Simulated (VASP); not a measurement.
Write the native input for VASP 6.6.1 that does the following.

```yaml
Task: single point
Functional: PBEsol
Potentials_or_basis: VASP PAW PBE potentials, release 64 (Os)
Cutoff: 520 eV
k_mesh: 10 × 10 × 13
Occupations: fermi-dirac, width 0.1 eV
Spin: no spin polarisation
Dipole_correction: no
Further_INCAR_settings: ALGO = Normal; EDIFF = 1e-06; NBANDS = 19
```

The structure of Os lies in POSCAR:

```
Os
1.0
    4.3967181959      0.0000000000      0.0000000000
   -2.1983590979      3.8076696509      0.0000000000
    0.0000000000      0.0000000000      2.7630942455
Os
3
Direct
    0.0000000000      0.0000000000      1.0000000000
    0.3333333333      0.6666666667      0.5000000000
    0.6666666667      0.3333333333      0.5000000000
```

This isn't the form of Os at room conditions, which is hcp.

The input as run:

INCAR

```
SYSTEM = Os
PREC = Accurate
ENCUT = 520
EDIFF = 1E-6
ISMEAR = -1
SIGMA = 0.1
LREAL = .FALSE.
LASPH = .TRUE.
NELM = 100
ALGO = Normal
ISIF = 2
LWAVE = .FALSE.
LCHARG = .TRUE.
GGA = PS
LELF = .TRUE.
LVHAR = .TRUE.
NBANDS = 19
```

KPOINTS

```
regular mesh
0
G
  10 10 13
  0 0 0
```

Potentials or basis: VASP PAW PBE potentials, release 64 (Os).

Run with:

```sh
$ cat potpaw_PBE.64/Os/POTCAR > POTCAR
$ mpirun -np 1 vasp_std > vasp.out
```

It gave:

| Quantity | Value |
| --- | --- |
| Pressure | -26.1 GPa |
| Band gap on the k mesh | zero (bands 12 and 13 overlap by 2.26 eV) |

Caveat: the cell stands under tension; the PAW data sets were made with another functional, which shifts forces and pressure a little; spin-orbit coupling is left out, which moves the levels of the heavy elements.

Run time: 64 s on 1 thread of Intel(R) Xeon(R) Platinum 8488C (Sapphire Rapids), with other jobs on the host, peak memory 0.22 GiB.
